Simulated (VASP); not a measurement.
# SiMo3 in VASP: notebook

The runs below take SiMo3 through single point, with PBE.

All numbers are computed with VASP 6.6.1; they aren't measurements. Logs are shortened: lines on timing, memory, paths and dates and some standing lists are left out, and cuts for length are marked.

### 1 The cell of the first run

The typed cell holds 8 atoms: a = 4.912 Å, b = 4.911 Å, c = 4.912 Å, α = 90.00°, β = 90.00°, γ = 90.00°.

### 2 Single point, PBE

The input, INCAR:

```
SYSTEM = SiMo3
  ALGO = Fast
  EDIFF = 1E-7
  ENCUT = 520
  GGA = PE
  ISIF = 2
  ISMEAR = 0
  LASPH = .TRUE.
  LCHARG = .TRUE.
  LELF = .TRUE.
  LREAL = .FALSE.
  LVHAR = .TRUE.
  LWAVE = .FALSE.
  NBANDS = 56
  NELM = 80
  PREC = Accurate
  SIGMA = 0.2
```

The input, KPOINTS:

```
k-points
0
G
  4 4 4
  0 0 0
```

The input, POSCAR:

```
SiMo3
1.0
    4.9117406269      0.0000458378     -0.0000289574
    0.0000481573      4.9114990100     -0.0000196823
   -0.0000301220     -0.0000228861      4.9116576495
Si Mo
2 6
Direct
   -0.0000028297      0.0000067895      0.0000051182
    0.5000027177      0.4999966130      0.4999943126
    0.2500076595     -0.0000012297      0.4999983873
    0.5000008352      0.7499961790      0.0000037956
    0.7499923662     -0.0000019416      0.5000040606
    0.4999983769      0.2500048759     -0.0000031951
    1.0000001308      0.4999991524      0.7499888258
    1.0000007432      0.4999995615      0.2500086951
```

Potentials or basis: VASP PAW PBE potentials, release 64 (Si, Mo_sv).

Launch:

```bash
$ cat potpaw_PBE.64/Si/POTCAR potpaw_PBE.64/Mo_sv/POTCAR > POTCAR
$ mpirun -np 1 vasp_std > vasp.out
```

OUTCAR:

```text
SYSTEM = SiMo3
   EDIFF = 1E-7
   ENCUT = 520
   GGA = PE
   ISIF = 2
   ISMEAR = 0
   LASPH = .TRUE.
   LREAL = .FALSE.
   NELM = 80
   PREC = Accurate

 ion  position               nearest neighbor table
   1  1.000  0.000  0.000-   8 2.75   7 2.75   8 2.75   6 2.75   7 2.75   3 2.75   5 2.75   5 2.75
                             4 2.75   6 2.75   4 2.75   3 2.75
   2  0.500  0.500  0.500-   5 2.75   3 2.75   3 2.75   5 2.75   6 2.75   4 2.75   6 2.75   7 2.75
                             8 2.75   8 2.75   4 2.75   7 2.75
   3  0.250  1.000  0.500-   5 2.46   5 2.46   2 2.75   2 2.75   1 2.75   1 2.75   7 3.01   8 3.01
                             8 3.01   4 3.01   6 3.01   7 3.01   4 3.01   6 3.01
   4  0.500  0.750  0.000-   6 2.46   6 2.46   2 2.75   2 2.75   1 2.75   1 2.75   3 3.01   5 3.01
                             3 3.01   8 3.01   5 3.01   7 3.01   7 3.01   8 3.01
   5  0.750  1.000  0.500-   3 2.46   3 2.46   2 2.75   2 2.75   1 2.75   1 2.75   7 3.01   8 3.01
                             7 3.01   6 3.01   4 3.01   8 3.01   4 3.01   6 3.01
   6  0.500  0.250  1.000-   4 2.46   4 2.46   2 2.75   2 2.75   1 2.75   1 2.75   5 3.01   3 3.01
                             7 3.01   8 3.01   5 3.01   3 3.01   8 3.01   7 3.01
   7  0.000  0.500  0.750-   8 2.46   8 2.46   1 2.75   1 2.75   2 2.75   2 2.75   5 3.01   3 3.01
                             5 3.01   3 3.01   6 3.01   4 3.01   4 3.01   6 3.01
   8  0.000  0.500  0.250-   7 2.46   7 2.46   1 2.75   1 2.75   2 2.75   2 2.75   5 3.01   3 3.01
                             3 3.01   5 3.01   4 3.01   6 3.01   6 3.01   4 3.01

  LATTYP: Found a simple monoclinic cell.
 ALAT       =     4.9114990103
 B/A-ratio  =     1.0000322996
 C/A-ratio  =     1.4142348158
 COS(beta)  =    -0.7070826221

  Lattice vectors:

 A1 = (   0.0000481573,   4.9114990100,  -0.0000196823)
 A2 = (  -0.0000301220,  -0.0000228861,   4.9116576495)
 A3 = (   4.9116924696,  -4.9114531722,  -0.0000092751)

Analysis of symmetry for initial positions (statically):
=====================================================================
 Subroutine PRICEL returns:
 Original cell was already a primitive cell.

 Routine SETGRP: Setting up the symmetry group for a
 simple monoclinic supercell.

 Subroutine GETGRP returns: Found  1 space group operations
 (whereof  1 operations were pure point group operations)
 out of a pool of  4 trial point group operations.

The static configuration has the point symmetry C_1 .

Analysis of symmetry for dynamics (positions and initial velocities):
=====================================================================
 Subroutine PRICEL returns:
 Original cell was already a primitive cell.

 Routine SETGRP: Setting up the symmetry group for a
 simple monoclinic supercell.

 Subroutine GETGRP returns: Found  1 space group operations
 (whereof  1 operations were pure point group operations)
 out of a pool of  4 trial point group operations.

The dynamic configuration has the point symmetry C_1 .

 Subroutine INISYM returns: Found  1 space group operations
 (whereof  1 operations are pure point group operations),
 and found     1 'primitive' translations

----------------------------------------------------------------------------------------

                                     Primitive cell

  volume of cell :     118.4889

  direct lattice vectors                    reciprocal lattice vectors
     4.911740627  0.000045838 -0.000028957     0.203593812 -0.000001996  0.000001249
     0.000048157  4.911499010 -0.000019682    -0.000001900  0.203603828  0.000000949
    -0.000030122 -0.000022886  4.911657650     0.000001200  0.000000816  0.203597252

  length of vectors
     4.911740627  4.911499010  4.911657650     0.203593812  0.203603828  0.203597252

  position of ions in fractional coordinates (direct lattice)
     0.999997170  0.000006789  0.000005118
     0.500002718  0.499996613  0.499994313
     0.250007659  0.999998770  0.499998387
     0.500000835  0.749996179  0.000003796
     0.749992366  0.999998058  0.500004061
     0.499998377  0.250004876  0.999996805
     0.000000131  0.499999152  0.749988826
     0.000000743  0.499999561  0.250008695

  ion indices of the primitive-cell ions
   primitive index   ion index
                 1           1
                 2           2
                 3           3
                 4           4
                 5           5
                 6           6
                 7           7
                 8           8

----------------------------------------------------------------------------------------

 KPOINTS: k-points

Automatic generation of k-mesh.
 Grid dimensions read from file:
 generate k-points for:    4    4    4

 Generating k-lattice:

  Cartesian coordinates                     Fractional coordinates (reciprocal lattice)
     0.050898453 -0.000000499  0.000000312     0.250000000 -0.000000000  0.000000000
    -0.000000475  0.050900957  0.000000237     0.000000000  0.250000000  0.000000000
     0.000000300  0.000000204  0.050899313     0.000000000  0.000000000  0.250000000

  Length of vectors
     0.050898453  0.050900957  0.050899313

  Shift w.r.t. Gamma in fractional coordinates (k-lattice)
     0.000000000  0.000000000  0.000000000

 Subroutine IBZKPT returns following result:
 ===========================================

 Found     36 irreducible k-points:

 Following reciprocal coordinates:
            Coordinates               Weight
  0.000000  0.000000  0.000000      1.000000
  0.250000  0.000000 -0.000000      2.000000
  0.500000  0.000000 -0.000000      1.000000
  0.000000  0.250000 -0.000000      2.000000
  0.250000  0.250000 -0.000000      2.000000
  0.500000  0.250000 -0.000000      2.000000
[... 16 lines left out ...]
  0.000000  0.500000  0.250000      2.000000
  0.250000  0.500000  0.250000      2.000000
 [... further k-points ...]
   k-points           NKPTS =     36   k-points in BZ     NKDIM =     36   number of bands    NBANDS=     56
   number of dos      NEDOS =    301   number of ions     NIONS =      8
   total plane-waves  NPLWV =  64000
   dimension x,y,z NGX =    40 NGY =   40 NGZ =   40
   dimension x,y,z NGXF=    80 NGYF=   80 NGZF=   80
   ions per type =               2   6
   NGX,Y,Z   is equivalent  to a cutoff of  13.54, 13.54, 13.54 a.u.
   NGXF,Y,Z  is equivalent  to a cutoff of  27.08, 27.08, 27.08 a.u.
 SYSTEM =  SiMo3
   PREC   = accura    normal or accurate (medium, high low for compatibility)
   ISTART =      0    job   : 0-new  1-cont  2-samecut
   ICHARG =      2    charge: 1-file 2-atom 10-const
   ISPIN  =      1    spin polarized calculation?
   LNONCOLLINEAR =      F non collinear calculations
   LSORBIT =      F    spin-orbit coupling
   LASPH  =      T    aspherical Exc in radial PAW
   ENCUT  =  520.0 eV  38.22 Ry    6.18 a.u.   9.13  9.13  9.13*2*pi/ulx,y,z
   NELM   =     80;   NELMIN=  2; NELMDL= -5     # of ELM steps
   EDIFF  = 0.1E-06   stopping-criterion for ELM
   LREAL  =      F    real-space projection
   EDIFFG = 0.1E-05   stopping-criterion for IOM
   NSW    =      0    number of steps for IOM
   IBRION =     -1    ionic relax: 0-MD 1-quasi-New 2-CG
   NFREE  =      0    steps in history (QN), initial steepest desc. (CG)
   ISIF   =      2    stress and relaxation
   ISYM   =      2    0-nonsym 1-usesym 2-fastsym
   POTIM  = 0.5000    time-step for ionic-motion
   TEBEG  =    0.0;   TEEND  =   0.0 temperature during run
   PSTRESS=    0.0 pullay stress
   NELECT =      92.0000    total number of electrons
   NUPDOWN=      -1.0000    fix difference up-down
   EMIN   =  10.00;   EMAX   =-10.00  energy-range for DOS
   EFERMI =   0.00;   METHOD = LEGACY
   ISMEAR =     0;   SIGMA  =   0.20  broadening in eV -4-tet -1-fermi 0-gaus
   EFERMI_NEDOS =   21; number of points for ismear=-14 and -15
   IALGO  =     68    algorithm
   IMIX   =      4    mixing-type and parameters
     AMIX     =   0.40;   BMIX     =  1.00
     AMIX_MAG =   1.60;   BMIX_MAG =  1.00
  volume/ion in A,a.u.               =      14.81        99.95
  Fermi-wavevector in a.u.,A,eV,Ry     =   1.504683  2.843438 30.804541  2.264070
  Thomas-Fermi vector in A             =   2.615630
   LORBIT       =      0    0 simple, 1 ext, 2 COOP (PROOUT), +10 PAW based schemes
   GGA     = PE    functional components
   LHFCALC =     F    Hartree Fock is set to
   AEXX    =    0.0000 exact exchange contribution
   IVDW    =     0    specifies the selected vdW correction
   LEPSILON=     F    determine dielectric tensor
   LRPA    =     F    only Hartree local field effects (RPA)
 non-spin polarized calculation
 RMM-DIIS sequential band-by-band and
 Gauss-broadening in eV      SIGMA  =   0.20
  energy-cutoff  :      520.00
  volume of cell :      118.49
 maximum number of plane-waves:      3218
 NGX is ok and might be reduce to    40
   NGX = 19   NGY = 19   NGZ = 19

 number of electron      91.9999981 magnetization

 Free energy of the ion-electron system (eV)
  ---------------------------------------------------
  ext. energy  EPLUGINS =         0.00000000
  ---------------------------------------------------
  free energy    TOTEN  =       -78.92283025 eV

  energy without entropy =      -78.82714927  energy(sigma->0) =      -78.87498976

 E-fermi :  12.5185     XC(G=0): -13.0389

 val. band max:       12.4403027760   @ k =   0.0000   0.5000   0.5000
 cond. band min:      12.5514060490   @ k =   0.0000   0.2500   0.5000
 fundamental gap:      0.1111032730
 Fermi energy:        12.5184533868

 k-point     1 :       0.0000    0.0000    0.0000
  band No.  band energies     occupation
      1     -48.7243      2.00000
      2     -48.6155      2.00000
      3     -48.6154      2.00000
      4     -48.3011      2.00000
      5     -48.3011      2.00000
      6     -48.3011      2.00000
[... 48 lines left out ...]
     55      15.2400      0.00000
     56      15.2408      0.00000

 k-point     2 :       0.2500    0.0000   -0.0000
  band No.  band energies     occupation
      1     -48.7005      2.00000
      2     -48.6277      2.00000
      3     -48.5790      2.00000
      4     -48.3527      2.00000
      5     -48.3011      2.00000
      6     -48.3010      2.00000
[... 48 lines left out ...]
     55      15.0744      0.00000
     56      15.6363      0.00000

 k-point     3 :       0.5000    0.0000   -0.0000
  band No.  band energies     occupation
      1     -48.6595      2.00000
      2     -48.6594      2.00000
      3     -48.4723      2.00000
      4     -48.4722      2.00000
      5     -48.3011      2.00000
      6     -48.3010      2.00000
[... 1172 lines left out ...]
 k-point    23 :       0.0000    0.5000    0.2500
  band No.  band energies     occupation
      1     -48.6557      2.00000
      2     -48.6110      2.00000
      3     -48.4760      2.00000
      4     -48.4726      2.00000
      5     -48.3525      2.00000
      6     -48.3011      2.00000
[... 48 lines left out ...]
     55      15.1566      0.00000
     56      15.2207      0.00000

 k-point    24 :       0.2500    0.5000    0.2500
  band No.  band energies     occupation
      1     -48.6068      2.00000
      2     -48.6067      2.00000
      3     -48.4762      2.00000
      4     -48.4761      2.00000
      5     -48.3534      2.00000
      6     -48.3533      2.00000
[... 48 lines left out ...]
     55      14.8521      0.00000
     56      14.8526      0.00000

 [... further k-points ...]
[... 5 lines left out ...]
  --------------------------------------------------------------------------------------
  -------------------------------------------------------------------------------------
  Total        0.3368650      0.3499961      0.3410763     -0.0015913      0.0007501      0.0009330
  in kB        4.5550061      4.7325608      4.6119498     -0.0215167      0.0101422      0.0126156
  external PRESSURE =       4.6331722 kB  Pullay stress =       0.0000000 kB

 VOLUME and BASIS-vectors are now :
 -----------------------------------------------------------------------------
  energy-cutoff  :      520.00
  volume of cell :      118.49
      direct lattice vectors                 reciprocal lattice vectors
     4.911740627  0.000045838 -0.000028957     0.203593812 -0.000001996  0.000001249
     0.000048157  4.911499010 -0.000019682    -0.000001900  0.203603828  0.000000949
    -0.000030122 -0.000022886  4.911657650     0.000001200  0.000000816  0.203597252

 POSITION                                       TOTAL-FORCE (eV/Angst)
 -----------------------------------------------------------------------------------
      4.91173      0.00008     -0.00000         0.000124     -0.000337     -0.000210
      2.45589      2.45574      2.45578        -0.000117      0.000115      0.000276
      1.22801      4.91149      2.45579        -0.000828     -0.000050      0.000178
      2.45591      3.68363     -0.00001        -0.000116      0.000327     -0.000315
      3.68380      4.91151      2.45581         0.000825      0.000066     -0.000130
      2.45584      1.22790      4.91162         0.000082     -0.000359      0.000116
      0.00000      2.45573      3.68368         0.000027      0.000172      0.001269
      0.00002      2.45574      1.22795         0.000002      0.000067     -0.001184
 -----------------------------------------------------------------------------------
    total drift:                               -0.000003      0.000006     -0.000004

  FREE ENERGIE OF THE ION-ELECTRON SYSTEM (eV)
  ---------------------------------------------------
  free  energy   TOTEN  =       -78.9228302477 eV

  energy  without entropy=      -78.8271492710  energy(sigma->0) =      -78.87498976
```

It took 5.2 min on 1 thread of Intel Xeon 6975P-C, shared host; peak memory 0.35 GiB.

What came out:

| Quantity | Value |
| --- | --- |
| Free energy | -78.9228 eV |
| Pressure | 0.5 GPa |
| Band gap on the k mesh | zero (band 46 reaches 13.77 eV, above the bottom of band 47 at 11.36 eV) |

### 3 Single point, PBE, collinear spin, ferromagnetic start

This run uses another cell than the first one, of 14.61 Å³/atom, 0.986 times its volume.

The input, INCAR:

```
PREC = Accurate
ENCUT = 520
EDIFF = 1E-6
ISMEAR = 0
SIGMA = 0.1
LREAL = False
LASPH = True
NELM = 150
ALGO = Normal
ISIF = 2
LWAVE = False
LCHARG = True
ISPIN = 2
MAGMOM = 0 0 1 1 1 1 1 1
LORBIT = 11
LMAXMIX = 4
GGA = PE
LELF = True
LVHAR = True
NBANDS = 60
```

The input, KPOINTS:

```
Automatic mesh
0
Gamma
  4 4 4
```

The input, POSCAR:

```
SiMo3
1.0
    4.8889999400      0.0000000000      0.0000000000
    0.0000000000      4.8889999400      0.0000000000
    0.0000000000      0.0000000000      4.8889999400
Si Mo
2 6
Direct
    0.0000000000      0.0000000000      0.0000000000
    0.5000000000      0.5000000000      0.5000000000
    0.2500000000      0.0000000000      0.5000000000
    0.5000000000      0.7500000000      0.0000000000
    0.7500000000      0.0000000000      0.5000000000
    0.5000000000      0.2500000000      0.0000000000
    0.0000000000      0.5000000000      0.7500000000
    0.0000000000      0.5000000000      0.2500000000
```

Potentials or basis: VASP PAW PBE potentials, release 64 (Si, Mo_sv).

Launch:

```bash
$ cat potpaw_PBE.64/Si/POTCAR potpaw_PBE.64/Mo_sv/POTCAR > POTCAR
$ mpirun -np 1 vasp_std > vasp.out
```

Wall time 2.1 min (1 thread of Intel Xeon 6975P-C, shared host); peak memory 0.29 GiB.

Results (log left out):

| Property | Result |
| --- | --- |
| Free energy | -78.8608 eV |
| Pressure | 4.1 GPa |
| Band gap on the k mesh | zero (filled and empty bands overlap) |
| Net moment | 0.00 μB per cell |
| Valence electrons inside the program's atomic spheres | Si 1.61; Mo 12.61 |

Levels at points of the mesh, in eV from the Fermi level:
Spin up:
```tsv
k point	band 43	band 44	band 45	band 46	band 47	band 48
(0.00, 0.00, 0.00)	-1.52	-1.52	1.29	1.29	1.29	2.10
(0.50, 0.00, 0.00)	-1.65	-1.65	0.31	0.31	0.98	0.98
(0.50, 0.50, 0.00)	-1.07	-0.81	-0.81	-0.72	-0.66	-0.44
(0.50, 0.50, 0.50)	-1.14	-1.14	-1.14	-1.14	-1.14	-1.14
```
Spin down:
```csv
k point,band 42,band 43,band 44,band 45,band 46,band 47,band 48,band 49
"(0.00, 0.00, 0.00)",-2.13,-1.52,-1.52,1.29,1.29,1.29,2.10,2.40
"(0.50, 0.00, 0.00)",-2.41,-1.65,-1.65,0.31,0.31,0.98,0.98,1.55
"(0.50, 0.50, 0.00)",-1.19,-1.07,-0.81,-0.81,-0.72,-0.66,-0.44,-0.04
"(0.50, 0.50, 0.50)",-1.69,-1.14,-1.14,-1.14,-1.14,-1.14,-1.14,1.31
```
